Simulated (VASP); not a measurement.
GePt:

```
CELL_PARAMETERS angstrom
0.00000 2.66830 2.66830
2.66830 0.00000 2.66830
2.66830 2.66830 0.00000
ATOMIC_POSITIONS crystal
Ge 0.00000 0.00000 0.00000
Pt 0.75000 0.75000 0.75000
```

The cell was built from a structure type or drawn by symmetry, and may not be a known phase.

- Program: VASP 6.6.1
- Task: relaxation of cell and atoms
- Functional: PBE
- Potentials or basis: VASP PAW PBE potentials, release 64 (Ge_d, Pt)
- Cutoff: 500 eV
- k mesh: 6 × 6 × 6
- Occupations: gaussian, width 0.2 eV
- Spin: no spin polarisation

At the start: pressure 23.9 GPa; volume 19.00 Å³/atom.

Q: How do energy, volume and symmetry change on relaxing?

A: Over 4 steps the energy falls by 208.5 meV/atom and the volume is 22.32 Å³/atom (+17.5 %); space group F-43m (No. 216, to 0.1 Å) before and after.

The path:
| step | energy change (eV) | largest force (eV/Å) | pressure (GPa) | volume (Å³) |
| --- | --- | --- | --- | --- |
| 1 | 0.0000 | 0.0000 | 23.87 | 38.00 |
| 2 | 0.1383 | 0.0000 | -12.51 | 55.78 |
| 3 | -0.4160 | 0.0000 | -0.81 | 44.92 |
| 4 | -0.4169 | 0.0000 | -0.18 | 44.64 |

Final structure:
```
Ge Pt
1.0
     0.00000    2.81564    2.81564
     2.81564    0.00000    2.81564
     2.81564    2.81564    0.00000
Ge Pt
1 1
Cartesian
  0.0000 0.0000 0.0000
  4.2235 4.2235 4.2235
```

Caveat: the volume moved by over 15 % at a fixed basis, so the end points are rough.
